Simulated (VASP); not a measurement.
# LaPSe4 (P-6m2) in VASP: a series of runs

The runs below take LaPSe4 through single point, with PBE.

Everything below comes from runs of VASP 6.6.1. Logs are shortened: lines on timing, memory, paths and dates and some standing lists are left out, and cuts for length are marked.

**1. The cell of the first run**

Symmetry: P-6m2, No. 187, hexagonal system. The conventional cell has a = 5.646 Å, b = 5.646 Å, c = 4.921 Å, α = 90.00°, β = 90.00°, γ = 120.00°. La (site symmetry -6m2) has 15 Se at 3.26 to 3.75 Å and 3 P at 3.26 Å within 4.3 Å. Within 3.9 Å of P (site symmetry -6m2) lie 9 Se at 2.93 to 3.26 Å and 3 La at 3.26 Å. Within 3.9 Å of Se (site symmetry -6m2) lie 6 Se at 2.97 Å and 3 La at 3.26 Å and 3 P at 3.26 Å. Se (site symmetry mm2) has 6 Se at 2.76 to 2.97 Å and 2 P at 2.93 Å within 3.6 Å.

**2. Single point, PBE**

Input file INCAR:

```
SYSTEM = LaPSe4
  PREC = Accurate
  ENCUT = 500
  EDIFF = 1E-6
  ISMEAR = 0
  SIGMA = 0.15
  LREAL = .False.
  LASPH = .True.
  NELM = 200
  ALGO = Normal
  ISIF = 2
  LWAVE = .False.
  LCHARG = .False.
  GGA = PE
  NBANDS = 29
  GGA_COMPAT = .False.
  LMAXMIX = 6
```

Input file KPOINTS:

```
regular mesh
0
Gamma
  2 2 3
  0 0 0
```

Input file POSCAR:

```
LaPSe4
1.0
    5.6462520108     -0.0000000026      0.0000000000
   -2.8231260031      4.8897976788      0.0000000000
    0.0000000000      0.0000000000      4.9209759489
La P Se
1 1 4
Direct
    0.0000000000      0.0000000000      0.0000000000
    0.3333333333      0.6666666667      0.0000000000
    0.6666666667      0.3333333333      0.0000000000
    0.0078972597      0.5039486299      0.5000000000
    0.4960513701      0.5039486299      0.5000000000
    0.4960513701      0.9921027403      0.5000000000
```

Potentials or basis: VASP PAW PBE potentials, release 64 (La, P, Se).

On the command line:

```bash
$ cat potpaw_PBE.64/La/POTCAR potpaw_PBE.64/P/POTCAR potpaw_PBE.64/Se/POTCAR > POTCAR
$ mpirun -np 1 vasp_std > vasp.out
```

OUTCAR:

```text
SYSTEM = LaPSe4
   PREC = Accurate
   ENCUT = 500
   EDIFF = 1E-6
   ISMEAR = 0
   LREAL = .False.
   LASPH = .True.
   NELM = 200
   ISIF = 2
   GGA = PE

 ion  position               nearest neighbor table
   1  0.000  0.000  0.000-   2 3.26   2 3.26   2 3.26
   2  0.333  0.667  0.000-   1 3.26   1 3.26   1 3.26
   3  0.667  0.333  0.000-
   4  0.008  0.504  0.500-   5 2.76   6 2.76
   5  0.496  0.504  0.500-   6 2.76   4 2.76
   6  0.496  0.992  0.500-   5 2.76   4 2.76

  LATTYP: Found a hexagonal cell.
 ALAT       =     5.6462520108
 C/A-ratio  =     0.8715473449

  Lattice vectors:

 A1 = (   5.6462520108,  -0.0000000026,   0.0000000000)
 A2 = (  -2.8231260031,   4.8897976788,   0.0000000000)
 A3 = (   0.0000000000,   0.0000000000,   4.9209759489)

Analysis of symmetry for initial positions (statically):
=====================================================================
 Subroutine PRICEL returns:
 Original cell was already a primitive cell.

 Routine SETGRP: Setting up the symmetry group for a
 hexagonal supercell.

 Subroutine GETGRP returns: Found 12 space group operations
 (whereof 12 operations were pure point group operations)
 out of a pool of 24 trial point group operations.

The static configuration has the point symmetry D_3h.

Analysis of symmetry for dynamics (positions and initial velocities):
=====================================================================
 Subroutine PRICEL returns:
 Original cell was already a primitive cell.

 Routine SETGRP: Setting up the symmetry group for a
 hexagonal supercell.

 Subroutine GETGRP returns: Found 12 space group operations
 (whereof 12 operations were pure point group operations)
 out of a pool of 24 trial point group operations.

The dynamic configuration has the point symmetry D_3h.

 Subroutine INISYM returns: Found 12 space group operations
 (whereof 12 operations are pure point group operations),
 and found     1 'primitive' translations

----------------------------------------------------------------------------------------

                                     Primitive cell

  volume of cell :     135.8634

  direct lattice vectors                    reciprocal lattice vectors
     5.646252011 -0.000000003  0.000000000     0.177108637  0.102253719  0.000000000
[... 73 lines left out ...]
   EDIFF  = 0.1E-05   stopping-criterion for ELM
   LREAL  =      F    real-space projection
   EDIFFG = 0.1E-04   stopping-criterion for IOM
   NSW    =      0    number of steps for IOM
   IBRION =     -1    ionic relax: 0-MD 1-quasi-New 2-CG
   NFREE  =      0    steps in history (QN), initial steepest desc. (CG)
   ISIF   =      2    stress and relaxation
   ISYM   =      2    0-nonsym 1-usesym 2-fastsym
   POTIM  = 0.5000    time-step for ionic-motion
   TEBEG  =    0.0;   TEEND  =   0.0 temperature during run
   PSTRESS=    0.0 pullay stress
   NELECT =      40.0000    total number of electrons
   NUPDOWN=      -1.0000    fix difference up-down
   EMIN   =  10.00;   EMAX   =-10.00  energy-range for DOS
   EFERMI =   0.00;   METHOD = LEGACY
   ISMEAR =     0;   SIGMA  =   0.15  broadening in eV -4-tet -1-fermi 0-gaus
   EFERMI_NEDOS =   21; number of points for ismear=-14 and -15
   IALGO  =     38    algorithm
   IMIX   =      4    mixing-type and parameters
     AMIX     =   0.40;   BMIX     =  1.00
     AMIX_MAG =   1.60;   BMIX_MAG =  1.00
  volume/ion in A,a.u.               =      22.64       152.81
  Fermi-wavevector in a.u.,A,eV,Ry     =   1.089082  2.058067 16.137874  1.186100
  Thomas-Fermi vector in A             =   2.225278
   LORBIT       =      0    0 simple, 1 ext, 2 COOP (PROOUT), +10 PAW based schemes
   GGA     = PE    functional components
   LHFCALC =     F    Hartree Fock is set to
   AEXX    =    0.0000 exact exchange contribution
   IVDW    =     0    specifies the selected vdW correction
   LEPSILON=     F    determine dielectric tensor
   LRPA    =     F    only Hartree local field effects (RPA)
 non-spin polarized calculation
 Gauss-broadening in eV      SIGMA  =   0.15
  energy-cutoff  :      500.00
  volume of cell :      135.86
 maximum number of plane-waves:      3467
 NGX is ok and might be reduce to    42
   NGX = 21   NGY = 21   NGZ = 17

 number of electron      40.0000006 magnetization

 Free energy of the ion-electron system (eV)
  ---------------------------------------------------
  ext. energy  EPLUGINS =         0.00000000
  ---------------------------------------------------
  free energy    TOTEN  =       -25.50177347 eV

  energy without entropy =      -25.43080406  energy(sigma->0) =      -25.46628877

 E-fermi :   6.9535     XC(G=0): -10.1992

 val. band max:        6.9171322228   @ k =   0.5000   0.0000   0.0000
 cond. band min:       7.0435296114   @ k =   0.0000   0.0000   0.3333
 fundamental gap:      0.1263973886
 Fermi energy:         6.9535312941

 k-point     1 :       0.0000    0.0000    0.0000
  band No.  band energies     occupation
      1     -26.5611      2.00000
      2     -10.3765      2.00000
      3     -10.2139      2.00000
      4     -10.2139      2.00000
      5      -9.3307      2.00000
      6      -5.7876      2.00000
[... 117 lines left out ...]
     28       8.4761      0.00000
     29       8.5499      0.00000

------------------------ aborting loop because EDIFF is reached ----------------------------------------

  FORCE on cell =-STRESS in cart. coord.  units (eV):
  Direction    XX          YY          ZZ          XY          YZ          ZX
  --------------------------------------------------------------------------------------
  -------------------------------------------------------------------------------------
  Total       -0.0797344     -0.0797344     -0.0333602     -0.0000000      0.0000000      0.0000000
  in kB       -0.9402733     -0.9402733     -0.3934026     -0.0000000      0.0000000      0.0000000
  external PRESSURE =      -0.7579831 kB  Pullay stress =       0.0000000 kB

 VOLUME and BASIS-vectors are now :
 -----------------------------------------------------------------------------
  energy-cutoff  :      500.00
  volume of cell :      135.86
      direct lattice vectors                 reciprocal lattice vectors
     5.646252011 -0.000000003  0.000000000     0.177108637  0.102253719  0.000000000
    -2.823126003  4.889797679  0.000000000     0.000000000  0.204507439  0.000000000
     0.000000000  0.000000000  4.920975949     0.000000000  0.000000000  0.203211723

 POSITION                                       TOTAL-FORCE (eV/Angst)
 -----------------------------------------------------------------------------------
      0.00000      0.00000      0.00000         0.000000     -0.000000      0.000000
      0.00000      3.25987      0.00000         0.000000      0.000000      0.000000
      2.82313      1.62993      0.00000         0.000000     -0.000000      0.000000
     -1.37812      2.46421      2.46049         0.000174      0.000100     -0.000000
      1.37812      2.46421      2.46049        -0.000174      0.000100     -0.000000
      0.00000      4.85118      2.46049        -0.000000     -0.000201      0.000000
 -----------------------------------------------------------------------------------
    total drift:                                0.000000     -0.000000      0.000000

  FREE ENERGIE OF THE ION-ELECTRON SYSTEM (eV)
  ---------------------------------------------------
  free  energy   TOTEN  =       -25.5017734731 eV

  energy  without entropy=      -25.4308040644  energy(sigma->0) =      -25.46628877
```

It took 18 s on 1 thread of Intel Xeon 6975P-C (Granite Rapids), shared host; peak memory 0.24 GiB.

Results:

- Free energy: -25.5018 eV
- Pressure: -0.1 GPa
- Band gap on the k mesh: zero (band 20 reaches 7.04 eV, above the bottom of band 21 at 6.75 eV)

Caveat: the k points lie up to 0.64 Å⁻¹ apart; spin-orbit coupling is left out, which moves the levels of the heavy elements.

**3. Single point, PBE**

Input file INCAR:

```
SYSTEM = LaPSe4
ALGO = Normal
EDIFF = 1E-6
ENCUT = 500
GGA = PE
GGA_COMPAT = .False.
ISIF = 2
ISMEAR = 0
LASPH = .True.
LCHARG = .False.
LMAXMIX = 6
LREAL = .False.
LWAVE = .False.
NBANDS = 29
NELM = 200
PREC = Accurate
SIGMA = 0.15
```

Input file KPOINTS:

```
k-points
0
Gamma
  2 2 3
  0 0 0
```

Input file POSCAR:

```
LaPSe4
1.0
    5.6410315426      0.0000000025      0.0000000000
   -2.8205157735      4.8852766182      0.0000000000
    0.0000000000      0.0000000000      4.9210182261
La P Se
1 1 4
Direct
    0.6666666667      0.3333333333      0.0000000000
    0.0000000000      0.0000000000      0.0000000000
    0.3333333333      0.6666666667      0.0000000000
    0.1629194088      0.3258388176      0.5000000000
    0.6741611824      0.8370805912      0.5000000000
    0.1629194088      0.8370805912      0.5000000000
```

Potentials or basis: VASP PAW PBE potentials, release 64 (La, P, Se).

On the command line:

```bash
$ cat potpaw_PBE.64/La/POTCAR potpaw_PBE.64/P/POTCAR potpaw_PBE.64/Se/POTCAR > POTCAR
$ mpirun -np 1 vasp_std > vasp.out
```

Run time: 22 s. Hardware: 1 thread of Intel Xeon 6975P-C (Granite Rapids), shared host; peak memory 0.24 GiB.

It converged, with:

```
Free energy            : -25.5017 eV
Pressure               : 0.1 GPa
Largest force          : 0.030 eV/Å
Band gap on the k mesh : zero (band 20 reaches 7.06 eV, above the bottom of band 21 at 6.77 eV)
```

Forces in eV/Å, atoms in the order of the input:
```
La   0.000  0.000  0.000
P    0.000  0.000  0.000
Se   0.000  0.000  0.000
Se   0.000 -0.030  0.000
Se   0.026  0.015  0.000
Se  -0.026  0.015  0.000
```

Stress tensor (GPa, compression positive):
```
0.09 0.00 0.00
0.00 0.09 0.00
0.00 0.00 0.00
```

Levels at points of the mesh, in eV from the Fermi level:
```
           k point  band 17  band 18  band 19  band 20  band 21  band 22  band 23  band 24
(0.00, 0.00, 0.00)    -2.62    -2.47    -0.30    -0.30    -0.20     0.91     0.97     0.97
(0.50, 0.00, 0.00)    -2.88    -2.61    -2.48    -0.13    -0.04     0.34     1.36     1.38
```

Caveat: the k points lie up to 0.64 Å⁻¹ apart; spin-orbit coupling is left out, which moves the levels of the heavy elements.

**4. Single point, PBE**

Input file INCAR:

```
PREC = Accurate
ENCUT = 500
EDIFF = 1E-6
ISMEAR = 0
SIGMA = 0.15
LREAL = F
LASPH = T
NELM = 200
ALGO = Normal
ISIF = 2
LWAVE = F
LCHARG = F
GGA = PE
NBANDS = 29
GGA_COMPAT = F
LMAXMIX = 6
```

Input file KPOINTS:

```
regular mesh
0
Gamma
  2 2 3
```

Input file POSCAR:

```
LaPSe4
1.0
    5.6466072593      0.0000000027      0.0000000000
   -2.8233036319      4.8901053304      0.0000000000
    0.0000000000      0.0000000000      4.9194704686
La P Se
1 1 4
Direct
    0.0000000000      0.0000000000      0.0000000000
    0.3333333333      0.6666666667      0.0000000000
    0.6666666667      0.3333333333      0.0000000000
    0.4959114558     -0.0081770884      0.5000000000
    0.4959114558      0.5040885442      0.5000000000
    0.0081770884      0.5040885442      0.5000000000
```

Potentials or basis: VASP PAW PBE potentials, release 64 (La, P, Se).

On the command line:

```bash
$ cat potpaw_PBE.64/La/POTCAR potpaw_PBE.64/P/POTCAR potpaw_PBE.64/Se/POTCAR > POTCAR
$ mpirun -np 1 vasp_std > vasp.out
```

OUTCAR:

```text
PREC = Accurate
   ENCUT = 500
   EDIFF = 1E-6
   ISMEAR = 0
   LREAL = F
   LASPH = T
   NELM = 200
   ISIF = 2
   GGA = PE

 ion  position               nearest neighbor table
   1  0.000  0.000  0.000-   2 3.26   2 3.26   2 3.26
   2  0.333  0.667  0.000-   1 3.26   1 3.26   1 3.26
   3  0.667  0.333  0.000-
   4  0.496  0.992  0.500-   5 2.75   6 2.75
   5  0.496  0.504  0.500-   4 2.75   6 2.75
   6  0.008  0.504  0.500-   5 2.75   4 2.75

  LATTYP: Found a hexagonal cell.
 ALAT       =     5.6466072593
 C/A-ratio  =     0.8712258960

  Lattice vectors:

 A1 = (   5.6466072593,   0.0000000027,   0.0000000000)
 A2 = (  -2.8233036319,   4.8901053304,   0.0000000000)
 A3 = (   0.0000000000,   0.0000000000,   4.9194704686)

Analysis of symmetry for initial positions (statically):
=====================================================================
 Subroutine PRICEL returns:
 Original cell was already a primitive cell.

 Routine SETGRP: Setting up the symmetry group for a
 hexagonal supercell.

 Subroutine GETGRP returns: Found 12 space group operations
 (whereof 12 operations were pure point group operations)
[... 155 lines left out ...]
 cond. band min:       7.0484204879   @ k =   0.0000   0.0000   0.3333
 fundamental gap:      0.1277991418
 Fermi energy:         6.9576557269

 k-point     1 :       0.0000    0.0000    0.0000
  band No.  band energies     occupation
      1     -26.5589      2.00000
      2     -10.3742      2.00000
      3     -10.2119      2.00000
      4     -10.2119      2.00000
      5      -9.3312      2.00000
      6      -5.7873      2.00000
[... 117 lines left out ...]
     28       8.4783      0.00000
     29       8.5522      0.00000

------------------------ aborting loop because EDIFF is reached ----------------------------------------

  FORCE on cell =-STRESS in cart. coord.  units (eV):
  Direction    XX          YY          ZZ          XY          YZ          ZX
  --------------------------------------------------------------------------------------
  -------------------------------------------------------------------------------------
  Total       -0.0793459     -0.0793459     -0.0098756     -0.0000000      0.0000000      0.0000000
  in kB       -0.9358606     -0.9358606     -0.1164795     -0.0000000      0.0000000      0.0000000
  external PRESSURE =      -0.6627335 kB  Pullay stress =       0.0000000 kB

 VOLUME and BASIS-vectors are now :
 -----------------------------------------------------------------------------
  energy-cutoff  :      500.00
  volume of cell :      135.84
      direct lattice vectors                 reciprocal lattice vectors
     5.646607259  0.000000003  0.000000000     0.177097495  0.102247286  0.000000000
    -2.823303632  4.890105330  0.000000000    -0.000000000  0.204494573  0.000000000
     0.000000000  0.000000000  4.919470469     0.000000000  0.000000000  0.203273911

 POSITION                                       TOTAL-FORCE (eV/Angst)
 -----------------------------------------------------------------------------------
      0.00000      0.00000      0.00000         0.000000     -0.000000      0.000000
     -0.00000      3.26007      0.00000         0.000000     -0.000000      0.000000
      2.82330      1.63004      0.00000         0.000000     -0.000000      0.000000
     -0.00000      4.85012      2.45974        -0.000000      0.022448     -0.000000
      1.37702      2.46505      2.45974         0.019441     -0.011224      0.000000
     -1.37702      2.46505      2.45974        -0.019441     -0.011224      0.000000
 -----------------------------------------------------------------------------------
    total drift:                                0.000000     -0.000000      0.000000

  FREE ENERGIE OF THE ION-ELECTRON SYSTEM (eV)
  ---------------------------------------------------
  free  energy   TOTEN  =       -25.5017237522 eV

  energy  without entropy=      -25.4311811330  energy(sigma->0) =      -25.46645244
```

Run time: 19 s. Hardware: 1 thread of Intel Xeon 6975P-C (Granite Rapids), shared host; peak memory 0.24 GiB.

Results:

```yaml
Free_energy: -25.5017 eV
Pressure: -0.1 GPa
Largest_force: 0.022 eV/Å
Band_gap_on_the_k_mesh: zero (band 20 reaches 7.05 eV, above the bottom of band 21 at 6.75 eV)
```

Forces on the atoms (eV/Å):
```
La   0.000  0.000  0.000
P    0.000  0.000  0.000
Se   0.000  0.000  0.000
Se   0.000  0.022  0.000
Se   0.019 -0.011  0.000
Se  -0.019 -0.011  0.000
```

Caveat: the k points lie up to 0.64 Å⁻¹ apart; spin-orbit coupling is left out, which moves the levels of the heavy elements.

**5. Overview**

```tsv
cell	gap on the mesh (eV)	pressure (GPa)	largest force (eV/Å)
a = 5.646, b = 5.646, c = 4.921 Å, angles 90.0, 90.0, 120.0°, 6 atoms	none	-0.1	-
a = 5.641, b = 5.641, c = 4.921 Å, angles 90.0, 90.0, 120.0°, 6 atoms	none	0.1	0.03
a = 5.647, b = 5.647, c = 4.919 Å, angles 90.0, 90.0, 120.0°, 6 atoms	none	-0.1	0.02
```

Alike in all rows: task single point; level PBE; potentials or basis VASP PAW PBE potentials, release 64 (La, P, Se); no spin polarisation; k mesh 2 × 2 × 3; cutoff (eV) 500; smearing gaussian 0.15 eV.

Caveats: all runs use coarse meshes; spin-orbit coupling is left out, which moves the levels of the heavy elements.

Absolute energies hang on the potentials; compare differences alone.
